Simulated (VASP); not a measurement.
# Al (I4/mmm) in VASP: a series of runs

Runs on Al. Level: PBE. Tasks: single point.

Everything below comes from runs of VASP 6.6.1. Logs are shortened: lines on timing, memory, paths and dates and some standing lists are left out, and cuts for length are marked.

## Step 1: The cell of the first run

The structure is tetragonal, space group I4/mmm (No. 139). Conventional cell: a = 2.862 Å, b = 2.862 Å, c = 3.987 Å, α = 90.00°, β = 90.00°, γ = 90.00°. Within 3.7 Å of Al (site symmetry 4/mmm) lie 12 Al at 2.84 to 2.86 Å.

## Step 2: Single point, PBE (strain +0.000 along x and y, -0.015 along z)

Contents of INCAR:

```
PREC = Accurate
ENCUT = 520
EDIFF = 1E-7
ISMEAR = 0
SIGMA = 0.15
LREAL = False
LASPH = True
NELM = 60
ALGO = Fast
ISIF = 2
LWAVE = False
LCHARG = False
GGA = PE
NBANDS = 8
```

Contents of KPOINTS:

```
Automatic mesh
0
Gamma
  20 20 20
```

Contents of POSCAR:

```
Al
1.0
    0.0000000000      2.0239800000      1.9936203000
    2.0239800000      0.0000000000      1.9936203000
    2.0239800000      2.0239800000      0.0000000000
Al
1
Direct
    0.0000000000      0.0000000000      0.0000000000
```

Potentials or basis: VASP PAW PBE potentials, release 64 (Al).

Launch:

```sh
$ cat potpaw_PBE.64/Al/POTCAR > POTCAR
$ mpirun -np 1 vasp_std > vasp.out
```

OUTCAR:

```text
PREC = Accurate
   ENCUT = 520
   EDIFF = 1E-7
   ISMEAR = 0
   LREAL = False
   LASPH = True
   NELM = 60
   ISIF = 2
   GGA = PE

 ion  position               nearest neighbor table
   1  0.000  0.000  0.000-

  LATTYP: Found a body centered tetragonal cell.
 ALAT       =     2.8623399660
 C/A-ratio  =     1.3930003589

  Lattice vectors:

 A1 = (   0.0000000000,  -2.0239800000,  -1.9936203000)
 A2 = (   0.0000000000,   2.0239800000,  -1.9936203000)
 A3 = (   2.0239800000,   0.0000000000,   1.9936203000)

Analysis of symmetry for initial positions (statically):
=====================================================================
 Subroutine PRICEL returns:
 Original cell was already a primitive cell.

 Routine SETGRP: Setting up the symmetry group for a
 body centered tetragonal supercell.

 Subroutine GETGRP returns: Found 16 space group operations
 (whereof 16 operations were pure point group operations)
 out of a pool of 16 trial point group operations.

The static configuration has the point symmetry D_4h.

Analysis of symmetry for dynamics (positions and initial velocities):
=====================================================================
 Subroutine PRICEL returns:
 Original cell was already a primitive cell.

 Routine SETGRP: Setting up the symmetry group for a
 body centered tetragonal supercell.

 Subroutine GETGRP returns: Found 16 space group operations
 (whereof 16 operations were pure point group operations)
 out of a pool of 16 trial point group operations.

The dynamic configuration has the point symmetry D_4h.

 Subroutine INISYM returns: Found 16 space group operations
 (whereof 16 operations are pure point group operations),
 and found     1 'primitive' translations

----------------------------------------------------------------------------------------

                                     Primitive cell

  volume of cell :      16.3337

  direct lattice vectors                    reciprocal lattice vectors
     0.000000000  2.023980000  1.993620300    -0.247038014  0.247038014  0.250800014
     2.023980000  0.000000000  1.993620300     0.247038014 -0.247038014  0.250800014
     2.023980000  2.023980000  0.000000000     0.247038014  0.247038014 -0.250800014

  length of vectors
     2.840953527  2.840953527  2.862339966     0.430065353  0.430065353  0.430065353
[... 79 lines left out ...]
   EDIFF  = 0.1E-06   stopping-criterion for ELM
   LREAL  =      F    real-space projection
   EDIFFG = 0.1E-05   stopping-criterion for IOM
   NSW    =      0    number of steps for IOM
   IBRION =     -1    ionic relax: 0-MD 1-quasi-New 2-CG
   NFREE  =      0    steps in history (QN), initial steepest desc. (CG)
   ISIF   =      2    stress and relaxation
   ISYM   =      2    0-nonsym 1-usesym 2-fastsym
   POTIM  = 0.5000    time-step for ionic-motion
   TEBEG  =    0.0;   TEEND  =   0.0 temperature during run
   PSTRESS=    0.0 pullay stress
   NELECT =       3.0000    total number of electrons
   NUPDOWN=      -1.0000    fix difference up-down
   EMIN   =  10.00;   EMAX   =-10.00  energy-range for DOS
   EFERMI =   0.00;   METHOD = LEGACY
   ISMEAR =     0;   SIGMA  =   0.15  broadening in eV -4-tet -1-fermi 0-gaus
   EFERMI_NEDOS =   21; number of points for ismear=-14 and -15
   IALGO  =     68    algorithm
   IMIX   =      4    mixing-type and parameters
     AMIX     =   0.40;   BMIX     =  1.00
     AMIX_MAG =   1.60;   BMIX_MAG =  1.00
  volume/ion in A,a.u.               =      16.33       110.23
  Fermi-wavevector in a.u.,A,eV,Ry     =   0.930580  1.758541 11.782357  0.865979
  Thomas-Fermi vector in A             =   2.056983
   LORBIT       =      0    0 simple, 1 ext, 2 COOP (PROOUT), +10 PAW based schemes
   GGA     = PE    functional components
   LHFCALC =     F    Hartree Fock is set to
   AEXX    =    0.0000 exact exchange contribution
   IVDW    =     0    specifies the selected vdW correction
   LEPSILON=     F    determine dielectric tensor
   LRPA    =     F    only Hartree local field effects (RPA)
 non-spin polarized calculation
 RMM-DIIS sequential band-by-band and
 Gauss-broadening in eV      SIGMA  =   0.15
  energy-cutoff  :      520.00
  volume of cell :       16.33
 maximum number of plane-waves:       452
 NGX is ok and might be reduce to    24
   NGX = 11   NGY = 11   NGZ = 11

 number of electron       3.0000000 magnetization

 Free energy of the ion-electron system (eV)
  ---------------------------------------------------
  ext. energy  EPLUGINS =         0.00000000
  ---------------------------------------------------
  free energy    TOTEN  =        -3.74731721 eV

  energy without entropy =       -3.74264707  energy(sigma->0) =       -3.74498214

 E-fermi :   8.1446     XC(G=0): -10.2335

 val. band max:        8.1338364990   @ k =  -0.3000   0.0000   0.2500
 cond. band min:       8.1501296838   @ k =   0.4500   0.2000   0.0500
 fundamental gap:      0.0162931848
 Fermi energy:         8.1446223289

 k-point     1 :       0.0000    0.0000    0.0000
  band No.  band energies     occupation
      1      -3.0987      2.00000
      2      20.7297      0.00000
      3      20.7297      0.00000
      4      20.8935      0.00000
      5      22.3192      0.00000
      6      22.3680      0.00000
      7      22.3680      0.00000
      8      24.6485      0.00000
[... 243 lines left out ...]
 k-point    24 :      -0.3500    0.0500    0.0000
  band No.  band energies     occupation
      1       0.5821      2.00000
      2       7.5805      2.00000
      3      17.6982      0.00000
      4      19.8344      0.00000
      5      19.9818      0.00000
      6      21.4216      0.00000
      7      23.0698      0.00000
      8      26.0258      0.00000

 [... further k-points ...]

------------------------ aborting loop because EDIFF is reached ----------------------------------------

  FORCE on cell =-STRESS in cart. coord.  units (eV):
  Direction    XX          YY          ZZ          XY          YZ          ZX
  --------------------------------------------------------------------------------------
  -------------------------------------------------------------------------------------
  Total        0.0678390      0.0678390      0.0882679      0.0000000     -0.0000000     -0.0000000
  in kB        6.6543425      6.6543425      8.6582194      0.0000000     -0.0000000     -0.0000000
  external PRESSURE =       7.3223015 kB  Pullay stress =       0.0000000 kB

 VOLUME and BASIS-vectors are now :
 -----------------------------------------------------------------------------
  energy-cutoff  :      520.00
  volume of cell :       16.33
      direct lattice vectors                 reciprocal lattice vectors
     0.000000000  2.023980000  1.993620300    -0.247038014  0.247038014  0.250800014
     2.023980000  0.000000000  1.993620300     0.247038014 -0.247038014  0.250800014
     2.023980000  2.023980000  0.000000000     0.247038014  0.247038014 -0.250800014

 POSITION                                       TOTAL-FORCE (eV/Angst)
 -----------------------------------------------------------------------------------
      0.00000      0.00000      0.00000         0.000000     -0.000000      0.000000
 -----------------------------------------------------------------------------------
    total drift:                                0.000000     -0.000000     -0.000000

  FREE ENERGIE OF THE ION-ELECTRON SYSTEM (eV)
  ---------------------------------------------------
  free  energy   TOTEN  =        -3.7473172080 eV

  energy  without entropy=       -3.7426470678  energy(sigma->0) =       -3.74498214
```

stdout:

```text
POSCAR found type information on POSCAR Al
 POSCAR found :  1 types and       1 ions
 scaLAPACK will be used
 LDA part: xc-table for (Slater+PW92), standard interpolation
 POSCAR, INCAR and KPOINTS ok, starting setup
 FFT: planning ... GRIDC
 FFT: planning ... GRID_SOFT
 FFT: planning ... GRID
 WAVECAR not read
 entering main loop
```

It took 90 s on 1 thread of Intel Xeon 8259CL, shared host; peak memory 0.19 GiB.

What came out:

```yaml
Free_energy: -3.7473 eV
Pressure: 0.7 GPa
Band_gap_on_the_k_mesh: zero (an odd number of electrons rules out a gap without spin polarisation)
```

Stress tensor (GPa, compression positive):
```
0.67 0.00 0.00
0.00 0.67 0.00
0.00 0.00 0.87
```

Caveat: the cell differs from its parent crystal (strain +0.000 along x and y, -0.015 along z).

## Step 3: Single point, PBE (strain -0.015 along x and y, +0.015 along z)

Contents of INCAR:

```
  PREC = Accurate
  ENCUT = 520
  EDIFF = 1E-6
  ISMEAR = 0
  SIGMA = 0.15
  LREAL = False
  LASPH = True
  NELM = 80
  ALGO = Normal
  ISIF = 2
  LWAVE = False
  LCHARG = True
  GGA = PE
  LELF = True
  LVHAR = True
  NBANDS = 8
```

KPOINTS is that of step 2.

Contents of POSCAR:

```
Al
1.0
    0.0000000000      1.9936203000      2.0543397000
    1.9936203000      0.0000000000      2.0543397000
    1.9936203000      1.9936203000      0.0000000000
Al
1
Direct
    0.0000000000      0.0000000000      0.0000000000
```

Potentials or basis: VASP PAW PBE potentials, release 64 (Al).

Launch:

```sh
$ cat potpaw_PBE.64/Al/POTCAR > POTCAR
$ mpirun -np 1 vasp_std > vasp.out
```

Run time: 77 s. Hardware: 1 thread of Intel Xeon 8259CL, shared host; peak memory 0.19 GiB.

It converged, with:

```yaml
Free_energy: -3.7462 eV
Pressure: 0.8 GPa
Band_gap_on_the_k_mesh: zero (an odd number of electrons rules out a gap without spin polarisation)
```

Stress tensor (GPa, compression positive):
```
 1.29  0.00  0.00
 0.00  1.29  0.00
 0.00  0.00 -0.33
```

Levels at points of the mesh, in eV from the Fermi level:
```
           k point  band 1  band 2  band 3  band 4
(0.00, 0.00, 0.00)  -11.24   12.43   12.76   12.76
(0.50, 0.00, 0.00)   -4.67   -4.43   11.06   11.10
(0.50, 0.50, 0.00)   -3.27   -2.05    5.46    5.98
(0.50, 0.00, 0.50)   -2.84   -1.43    5.12    5.32
```

Caveat: the cell differs from its parent crystal (strain -0.015 along x and y, +0.015 along z).
